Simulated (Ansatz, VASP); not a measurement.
# One calculation of NbAs, two programs

Contents of INCAR:

```
PREC = Accurate
ENCUT = 520
EDIFF = 1E-6
ISMEAR = -1
SIGMA = 0.05
LREAL = F
LASPH = T
NELM = 80
ALGO = Normal
ISIF = 2
LWAVE = F
LCHARG = F
GGA = PE
NBANDS = 26
```

KPOINTS

```
Automatic mesh
0
Gamma
  11 11 11
```

The input POSCAR:

```
NbAs
1.0
   -1.7258500000      1.7258500000      5.8400000000
    1.7258500000     -1.7258500000      5.8400000000
    1.7258500000      1.7258500000     -5.8400000000
Nb As
2 2
Direct
    0.5000000000      0.0000000000      0.5000000000
    0.7500000000      0.7500000000      0.0000000000
    0.9160000000      0.4160000000      0.5000000000
    0.1660000000      0.1660000000      0.0000000000
```

Contents of input.yaml:

```yaml
crystal:
  lattice:
    - [-1.72585, 1.72585, 5.84]
    - [1.72585, -1.72585, 5.84]
    - [1.72585, 1.72585, -5.84]
  atoms:
    - { symbol: Nb, position: [0.5, 0.0, 0.5] }
    - { symbol: Nb, position: [0.75, 0.75, 0.0] }
    - { symbol: As, position: [0.916, 0.416, 0.5] }
    - { symbol: As, position: [0.166, 0.166, 0.0] }
kpoints:
  mp_grid: { grid: [11, 11, 11] }
  band_path:
    path:
      - [0.0, 0.0, 0.0]
      - [-0.5, 0.5, 0.0]
      - [-0.5, 0.5, -0.0436667032]
      - [-0.2718333516, 0.2718333516, -0.2718333516]
      - [0.0, 0.0, 0.0]
      - [0.5, 0.5, -0.5]
      - [0.2718333516, 0.7281666484, -0.7281666484]
      - [0.0, 0.5, -0.5]
    npoints: 12
scf:
  occupations: { method: fermi_dirac, width: 0.05 }
hamiltonian:
  xc: pbe
  pseudopotentials: { kind: all_electron, lapw: { basis_error: 0.002 } }
output:
  forces: true
  stress: true
  eigenvalues: true
```

Alike in both runs: functional PBE; k mesh 11 × 11 × 11; occupations fermi-dirac, width 0.05 eV; no spin polarisation.

```csv
,VASP,Ansatz
version,VASP 6.6.1,Ansatz 0.2.0
potentials or method,"VASP PAW PBE potentials, release 64 (Nb_sv, As), cutoff 520 eV","all-electron LAPW, scalar-relativistic"
task,single point,band structure
```

```csv
,VASP,Ansatz,Ansatz less VASP
gap on the k mesh at the Fermi level (eV),none,none,-
pressure (GPa),3.3,3.3,-0.02
"traceless stress, the component that is largest in VASP (GPa)",0.44,0.47,+0.030
rms of the force components (eV/Å),0.172,0.172,-0.0007
```

Atom by atom the forces differ by 0.001 eV/Å (rms over components). A gap of «none» marks a metal or a gap that the smearing closes. Ansatz ran all-electron here, and VASP with PAW potentials.
